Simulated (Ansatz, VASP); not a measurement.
**One calculation of C, two programs**

```
CELL_PARAMETERS angstrom
-2.06156 2.06156 2.06156
2.06156 -2.06156 2.06156
2.06156 2.06156 -2.06156
ATOMIC_POSITIONS crystal
C 0.75000 0.75000 0.75000
C 0.50000 0.00000 0.75000
C 0.00000 0.75000 0.50000
C 0.75000 0.50000 0.00000
```

Alike in both runs: task single point; functional PBE; k mesh 16 × 16 × 16; occupations tetrahedron; no spin polarisation.

|  | VASP | Ansatz |
| --- | --- | --- |
| version | VASP 6.6.1 | Ansatz 0.2.0 |
| potentials or method | VASP PAW PBE potentials, release 64 (C), cutoff 600 eV | scalar-relativistic, plane waves, PAW |
| valence electrons in the cell | 16 | 16 |

```csv
,VASP,Ansatz,Ansatz less VASP
gap on the k mesh at the Fermi level (eV),none,none,-
pressure (GPa),-0.1,0.0,+0.07
```

A gap of «none» marks a metal or a gap that the smearing closes. Ansatz's warnings: band table not solved further, tetrahedron derivatives may miss energy slope.
